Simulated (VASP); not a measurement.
Input of a VASP 6.6.1 run:

POSCAR

```
BaTiO3
1.0
    4.0739784504      0.0000000000      0.0000000000
    0.0000000000      4.0739784504      0.0000000000
    0.0000000000      0.0000000000      4.0739784504
Ba Ti O
1 1 3
Direct
    0.0000000000      0.0000000000      0.0000000000
    0.5000000000      0.5000000000      0.5000000000
    0.5000000000      0.5000000000      0.0000000000
    0.5000000000      0.0000000000      0.5000000000
    0.0000000000      0.5000000000      0.5000000000
```

INCAR.step1

```
PREC = Accurate
ENCUT = 520
ISMEAR = 0
SIGMA = 0.01
LREAL = F
LASPH = T
NELM = 80
NBANDS = 28
GGA = PE
ALGO = Normal
EDIFF = 1E-4
LWAVE = T
LCHARG = F
```

The input INCAR.step2:

```
PREC = Accurate
ENCUT = 520
EDIFF = 1E-6
ISMEAR = 0
SIGMA = 0.01
LREAL = F
LASPH = T
NELM = 80
ALGO = Normal
ISIF = 2
LWAVE = F
LCHARG = F
METAGGA = R2SCAN
LMIXTAU = T
NBANDS = 28
ISTART = 1
```

KPOINTS

```
regular mesh
0
Gamma
  6 6 6
```

Potentials or basis: VASP PAW PBE potentials, release 64 (Ba_sv, Ti_sv, O).

Run with:

```sh
$ cat potpaw_PBE.64/Ba_sv/POTCAR potpaw_PBE.64/Ti_sv/POTCAR potpaw_PBE.64/O/POTCAR > POTCAR
$ cp INCAR.step1 INCAR
$ mpirun -np 1 vasp_std > vasp.out
$ cp INCAR.step2 INCAR
$ mpirun -np 1 vasp_std > vasp.out
```

Problem. What does it give for the pressure?

Solution. -7.8 GPa.

Problem. Estimate the band gap on the k mesh.

Solution. 2.01 eV, indirect (least direct gap 2.21 eV).

Caveat: the cell differs from its parent crystal (strain +2.0%); the PAW data sets were made with another functional, which shifts forces and pressure a little; spin-orbit coupling is left out, which moves the levels of the heavy elements. A k mesh can miss the band edges.
